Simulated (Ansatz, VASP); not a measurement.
## BaTiO3 in VASP and in Ansatz

```xyz
5
Lattice="4.0077 0.0000 0.0000 0.0000 4.0077 0.0000 0.0000 0.0000 4.0077" Properties=species:S:1:pos:R:3 pbc="T T T"
Ba    2.0038    2.0038    2.0038
Ti    0.0000    0.0000    0.0000
O     2.0038    0.0000    0.0000
O     0.0000    2.0038    0.0000
O     0.0000    0.0000    2.0038
```

Alike in both runs: task electric field gradients; functional PBE; dispersion D4; k mesh 5 × 5 × 5; occupations fermi-dirac, width 0.02 eV; no spin polarisation.

|  | VASP | Ansatz |
| --- | --- | --- |
| version | VASP 6.6.1 | Ansatz 0.2.0 |
| potentials or method | VASP PAW PBE potentials, release 64 (Ba_sv, Ti_sv, O) | plane-wave PAW, scalar-relativistic |
| plane-wave cutoff (eV) | 520 | 420 |
| valence electrons in the cell | 40 | 40 |

Ansatz gave:

* gap on the k mesh at the Fermi level (eV): 1.91
* pressure (GPa): -1.4
* size of Vzz on the site where it differs most (V/Å²): 25.9

Estimate VASP's values.

gap on the k mesh at the Fermi level (eV): 1.85; pressure (GPa): 0.3; size of Vzz on the site where it differs most (V/Å²): 25.0.

Spin-orbit coupling is off throughout.
